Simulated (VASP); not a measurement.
# Ba (P6/mmm) in VASP: notebook

Ba is run at these levels: PBEsol; tasks: single point.

Everything below comes from runs of VASP 6.6.1. Logs are shortened: lines on timing, memory, paths and dates and some standing lists are left out, and cuts for length are marked.

## Step 1: The cell of the first run

Symmetry: P6/mmm, No. 191, hexagonal system. Conventional cell: a = 6.804 Å, b = 6.804 Å, c = 3.802 Å, α = 90.00°, β = 90.00°, γ = 120.00°. Ba (site symmetry -6m2) has 5 Ba at 3.80 to 3.93 Å within 5.0 Å.

## Step 2: Single point, PBEsol

INCAR reads:

```
ALGO = Normal
EDIFF = 1E-6
ENCUT = 500
GGA = PS
GGA_COMPAT = F
ISIF = 2
ISMEAR = 1
LASPH = T
LCHARG = F
LREAL = F
LWAVE = F
NBANDS = 17
NELM = 120
PREC = Accurate
SIGMA = 0.3
```

KPOINTS reads:

```
k-points
0
Gamma
  5 5 7
```

POSCAR reads:

```
Ba
1.0
    6.8042966598      0.0000000000      0.0000000000
   -3.4021483347      5.8926937630      0.0000000000
    0.0000000000      0.0000000000      3.8022324840
Ba
2
Direct
    0.3333333333      0.6666666667      0.5000000000
    0.6666666667      0.3333333333      0.5000000000
```

Potentials or basis: VASP PAW PBE potentials, release 64 (Ba_sv).

Started as:

```sh
> cat potpaw_PBE.64/Ba_sv/POTCAR > POTCAR
> mpirun -np 1 vasp_std > vasp.out
```

OUTCAR:

```text
EDIFF = 1E-6
   ENCUT = 500
   GGA = PS
   ISIF = 2
   ISMEAR = 1
   LASPH = T
   LREAL = F
   NELM = 120
   PREC = Accurate

 ion  position               nearest neighbor table
   1  0.333  0.667  0.500-   2 3.93   2 3.93   2 3.93
   2  0.667  0.333  0.500-   1 3.93   1 3.93   1 3.93

  LATTYP: Found a hexagonal cell.
 ALAT       =     6.8042966598
 C/A-ratio  =     0.5587987523

  Lattice vectors:

 A1 = (   6.8042966598,   0.0000000000,   0.0000000000)
 A2 = (  -3.4021483347,   5.8926937630,   0.0000000000)
 A3 = (   0.0000000000,   0.0000000000,   3.8022324840)

Analysis of symmetry for initial positions (statically):
=====================================================================
 Subroutine PRICEL returns:
 Original cell was already a primitive cell.

 Routine SETGRP: Setting up the symmetry group for a
 hexagonal supercell.

 Subroutine GETGRP returns: Found 24 space group operations
 (whereof 24 operations were pure point group operations)
 out of a pool of 24 trial point group operations.

The static configuration has the point symmetry D_6h.

Analysis of symmetry for dynamics (positions and initial velocities):
=====================================================================
 Subroutine PRICEL returns:
 Original cell was already a primitive cell.

 Routine SETGRP: Setting up the symmetry group for a
 hexagonal supercell.

 Subroutine GETGRP returns: Found 24 space group operations
 (whereof 24 operations were pure point group operations)
 out of a pool of 24 trial point group operations.

The dynamic configuration has the point symmetry D_6h.

 Subroutine INISYM returns: Found 24 space group operations
 (whereof 24 operations are pure point group operations),
 and found     1 'primitive' translations

----------------------------------------------------------------------------------------

                                     Primitive cell

  volume of cell :     152.4529

  direct lattice vectors                    reciprocal lattice vectors
     6.804296660  0.000000000  0.000000000     0.146965961  0.084850837  0.000000000
    -3.402148335  5.892693763  0.000000000     0.000000000  0.169701675  0.000000000
     0.000000000  0.000000000  3.802232484     0.000000000  0.000000000  0.263003381

  length of vectors
     6.804296660  6.804296663  3.802232484     0.169701675  0.169701675  0.263003381

  position of ions in fractional coordinates (direct lattice)
     0.333333333  0.666666667  0.500000000
     0.666666667  0.333333333  0.500000000

  ion indices of the primitive-cell ions
   primitive index   ion index
                 1           1
                 2           2

----------------------------------------------------------------------------------------

 KPOINTS: k-points

Automatic generation of k-mesh.
 Grid dimensions read from file:
 generate k-points for:    5    5    7

 Generating k-lattice:

  Cartesian coordinates                     Fractional coordinates (reciprocal lattice)
     0.029393192  0.016970167  0.000000000     0.200000000 -0.000000000  0.000000000
     0.000000000  0.033940335  0.000000000     0.000000000  0.200000000  0.000000000
     0.000000000  0.000000000  0.037571912     0.000000000  0.000000000  0.142857143

  Length of vectors
     0.033940335  0.033940335  0.037571912

  Shift w.r.t. Gamma in fractional coordinates (k-lattice)
     0.000000000  0.000000000  0.000000000

 Subroutine IBZKPT returns following result:
 ===========================================

 Found     20 irreducible k-points:

 Following reciprocal coordinates:
            Coordinates               Weight
  0.000000  0.000000  0.000000      1.000000
  0.200000  0.000000  0.000000      6.000000
  0.400000  0.000000  0.000000      6.000000
  0.200000  0.200000  0.000000      6.000000
  0.400000  0.200000  0.000000      6.000000
  0.000000  0.000000  0.142857      2.000000
[... 12 lines left out ...]
  0.200000  0.200000  0.428571     12.000000
  0.400000  0.200000  0.428571     12.000000
   k-points           NKPTS =     20   k-points in BZ     NKDIM =     20   number of bands    NBANDS=     17
   number of dos      NEDOS =    301   number of ions     NIONS =      2
   total plane-waves  NPLWV =  70000
   dimension x,y,z NGX =    50 NGY =   50 NGZ =   28
   dimension x,y,z NGXF=   100 NGYF=  100 NGZF=   56
   ions per type =               2
   NGX,Y,Z   is equivalent  to a cutoff of  12.22, 12.22, 12.24 a.u.
   NGXF,Y,Z  is equivalent  to a cutoff of  24.43, 24.43, 24.49 a.u.
 SYSTEM =  unknown system
   PREC   = accura    normal or accurate (medium, high low for compatibility)
   ISTART =      0    job   : 0-new  1-cont  2-samecut
   ICHARG =      2    charge: 1-file 2-atom 10-const
   ISPIN  =      1    spin polarized calculation?
   LNONCOLLINEAR =      F non collinear calculations
   LSORBIT =      F    spin-orbit coupling
   LASPH  =      T    aspherical Exc in radial PAW
   ENCUT  =  500.0 eV  36.75 Ry    6.06 a.u.  12.41 12.41  6.93*2*pi/ulx,y,z
   NELM   =    120;   NELMIN=  2; NELMDL= -5     # of ELM steps
   EDIFF  = 0.1E-05   stopping-criterion for ELM
   LREAL  =      F    real-space projection
   EDIFFG = 0.1E-04   stopping-criterion for IOM
   NSW    =      0    number of steps for IOM
   IBRION =     -1    ionic relax: 0-MD 1-quasi-New 2-CG
   NFREE  =      0    steps in history (QN), initial steepest desc. (CG)
   ISIF   =      2    stress and relaxation
   ISYM   =      2    0-nonsym 1-usesym 2-fastsym
   POTIM  = 0.5000    time-step for ionic-motion
   TEBEG  =    0.0;   TEEND  =   0.0 temperature during run
   PSTRESS=    0.0 pullay stress
   NELECT =      20.0000    total number of electrons
   NUPDOWN=      -1.0000    fix difference up-down
   EMIN   =  10.00;   EMAX   =-10.00  energy-range for DOS
   EFERMI =   0.00;   METHOD = LEGACY
   ISMEAR =     1;   SIGMA  =   0.30  broadening in eV -4-tet -1-fermi 0-gaus
   EFERMI_NEDOS =   21; number of points for ismear=-14 and -15
   IALGO  =     38    algorithm
   IMIX   =      4    mixing-type and parameters
     AMIX     =   0.40;   BMIX     =  1.00
     AMIX_MAG =   1.60;   BMIX_MAG =  1.00
  volume/ion in A,a.u.               =      76.23       514.40
  Fermi-wavevector in a.u.,A,eV,Ry     =   0.831840  1.571949  9.414647  0.691957
  Thomas-Fermi vector in A             =   1.944794
   LORBIT       =      0    0 simple, 1 ext, 2 COOP (PROOUT), +10 PAW based schemes
   GGA     = PS    functional components
   LHFCALC =     F    Hartree Fock is set to
   AEXX    =    0.0000 exact exchange contribution
   IVDW    =     0    specifies the selected vdW correction
   LEPSILON=     F    determine dielectric tensor
   LRPA    =     F    only Hartree local field effects (RPA)
 non-spin polarized calculation
 Methfessel and Paxton  Order N= 1 SIGMA  =   0.30
  energy-cutoff  :      500.00
  volume of cell :      152.45
 maximum number of plane-waves:      3901
 NGX is ok and might be reduce to    50
   NGX = 25   NGY = 25   NGZ = 13

 number of electron      20.0000000 magnetization

 Free energy of the ion-electron system (eV)
  ---------------------------------------------------
  ext. energy  EPLUGINS =         0.00000000
  ---------------------------------------------------
  free energy    TOTEN  =        -2.73768818 eV

  energy without entropy =       -2.72411298  energy(sigma->0) =       -2.73316311

 E-fermi :   0.6790     XC(G=0):  -6.7339

 val. band max:        0.6769420004   @ k =   0.2000   0.2000   0.1429
 cond. band min:       0.6902748875   @ k =   0.2000   0.2000   0.2857
 fundamental gap:      0.0133328871
 Fermi energy:         0.6790281550

 k-point     1 :       0.0000    0.0000    0.0000
  band No.  band energies     occupation
      1     -28.5261      2.00000
      2     -28.4305      2.00000
      3     -13.9498      2.00000
      4     -13.9498      2.00000
      5     -13.4545      2.00000
      6     -13.4545      2.00000
[... 9 lines left out ...]
     16       4.0921     -0.00000
     17       4.0923     -0.00000

 k-point     2 :       0.2000    0.0000    0.0000
  band No.  band energies     occupation
      1     -28.5182      2.00000
      2     -28.4386      2.00000
      3     -13.9647      2.00000
      4     -13.9172      2.00000
      5     -13.4900      2.00000
      6     -13.4372      2.00000
[... 9 lines left out ...]
     16       4.0374     -0.00000
     17       4.1418     -0.00000

 k-point     3 :       0.4000    0.0000    0.0000
  band No.  band energies     occupation
      1     -28.4997      2.00000
      2     -28.4574      2.00000
      3     -13.9869      2.00000
      4     -13.8486      2.00000
      5     -13.5634      2.00000
      6     -13.4111      2.00000
[... 9 lines left out ...]
     16       3.7563     -0.00000
     17       3.9675     -0.00000

 k-point     4 :       0.2000    0.2000    0.0000
  band No.  band energies     occupation
      1     -28.5043      2.00000
      2     -28.4528      2.00000
      3     -13.9897      2.00000
      4     -13.8511      2.00000
      5     -13.5602      2.00000
      6     -13.4088      2.00000
[... 9 lines left out ...]
     16       3.7183     -0.00000
     17       3.9448     -0.00000
[... 263 lines left out ...]
      1     -28.4150      2.00000
      2     -28.3741      2.00000
      3     -14.0392      2.00000
      4     -13.9678      2.00000
      5     -13.8591      2.00000
      6     -13.7271      2.00000
[... 9 lines left out ...]
     16       2.9444     -0.00000
     17       4.1221     -0.00000

 k-point    19 :       0.2000    0.2000    0.4286
  band No.  band energies     occupation
      1     -28.4195      2.00000
      2     -28.3697      2.00000
      3     -14.0469      2.00000
      4     -13.9599      2.00000
      5     -13.8614      2.00000
      6     -13.7306      2.00000
[... 9 lines left out ...]
     16       3.3335     -0.00000
     17       3.7243     -0.00000

 k-point    20 :       0.4000    0.2000    0.4286
  band No.  band energies     occupation
      1     -28.4042      2.00000
      2     -28.3851      2.00000
      3     -14.0202      2.00000
      4     -13.9870      2.00000
      5     -13.8760      2.00000
      6     -13.6609      2.00000
[... 9 lines left out ...]
     16       3.2949     -0.00000
     17       4.1056     -0.00000

------------------------ aborting loop because EDIFF is reached ----------------------------------------

  FORCE on cell =-STRESS in cart. coord.  units (eV):
  Direction    XX          YY          ZZ          XY          YZ          ZX
  --------------------------------------------------------------------------------------
  -------------------------------------------------------------------------------------
  Total        0.0712434      0.0712434      0.0222886     -0.0000000     -0.0000000      0.0000000
  in kB        0.7487205      0.7487205      0.2342379     -0.0000000     -0.0000000      0.0000000
  external PRESSURE =       0.5772263 kB  Pullay stress =       0.0000000 kB

 VOLUME and BASIS-vectors are now :
 -----------------------------------------------------------------------------
  energy-cutoff  :      500.00
  volume of cell :      152.45
      direct lattice vectors                 reciprocal lattice vectors
     6.804296660  0.000000000  0.000000000     0.146965961  0.084850837  0.000000000
    -3.402148335  5.892693763  0.000000000     0.000000000  0.169701675  0.000000000
     0.000000000  0.000000000  3.802232484     0.000000000  0.000000000  0.263003381

 POSITION                                       TOTAL-FORCE (eV/Angst)
 -----------------------------------------------------------------------------------
     -0.00000      3.92846      1.90112         0.000000      0.000000      0.000000
      3.40215      1.96423      1.90112        -0.000000     -0.000000      0.000000
 -----------------------------------------------------------------------------------
    total drift:                                0.000000     -0.000000      0.000000

  FREE ENERGIE OF THE ION-ELECTRON SYSTEM (eV)
  ---------------------------------------------------
  free  energy   TOTEN  =        -2.7376881823 eV

  energy  without entropy=       -2.7241129799  energy(sigma->0) =       -2.73316311
```

It took 65 s on 1 thread of Intel Xeon 8259CL, shared host; peak memory 0.25 GiB.

Results:

```yaml
Free_energy: -2.7377 eV
Pressure: 0.1 GPa
Band_gap_on_the_k_mesh: zero (band 10 reaches 1.14 eV, above the bottom of band 11 at 0.31 eV)
```

Levels at points of the mesh, in eV from the Fermi level:
```csv
k point,band 7,band 8,band 9,band 10,band 11,band 12,band 13,band 14
"(0.00, 0.00, 0.00)",-13.84,-13.74,-2.26,0.04,0.32,0.77,0.77,1.14
```

Caveat: the PAW data sets were made with another functional, which shifts forces and pressure a little; spin-orbit coupling is left out, which moves the levels of the heavy elements.

## Step 3: Single point, PBEsol

This run uses another cell than the first one, of 79.54 Å³/atom, 1.043 times its volume.

INCAR reads:

```
SYSTEM = Ba
PREC = Accurate
ENCUT = 500
EDIFF = 1E-6
ISMEAR = 1
SIGMA = 0.3
LREAL = .False.
LASPH = .True.
NELM = 120
ALGO = Normal
ISIF = 2
LWAVE = .False.
LCHARG = .True.
GGA = PS
LELF = .True.
LVHAR = .True.
NBANDS = 17
GGA_COMPAT = .False.
```

KPOINTS reads:

```
Automatic mesh
0
Gamma
  5 5 7
  0 0 0
```

POSCAR reads:

```
Ba
1.0
    6.9015140323      0.0000000000      0.0000000000
   -3.4507570211      5.9768864774      0.0000000000
    0.0000000000      0.0000000000      3.8565574305
Ba
2
Direct
    0.3333333333      0.6666666667      0.5000000000
    0.6666666667      0.3333333333      0.5000000000
```

Potentials or basis: VASP PAW PBE potentials, release 64 (Ba_sv).

Started as:

```sh
> cat potpaw_PBE.64/Ba_sv/POTCAR > POTCAR
> mpirun -np 1 vasp_std > vasp.out
```

Run time: 79 s. Hardware: 1 thread of Intel Xeon 8259CL, shared host; peak memory 0.25 GiB.

The run converged. Its results:

* Free energy: -2.7380 eV
* Pressure: 0.0 GPa
* Band gap on the k mesh: zero (band 10 reaches 1.03 eV, above the bottom of band 11 at 0.24 eV)

Stress tensor (GPa, compression positive):
```
 0.02  0.00  0.00
 0.00  0.02  0.00
 0.00  0.00 -0.17
```

Levels at points of the mesh, in eV from the Fermi level:
```tsv
k point	band 8	band 9	band 10	band 11	band 12	band 13
(0.00, 0.00, 0.00)	-13.83	-2.25	0.07	0.29	0.76	0.76
```

Caveat: the PAW data sets were made with another functional, which shifts forces and pressure a little; spin-orbit coupling is left out, which moves the levels of the heavy elements.
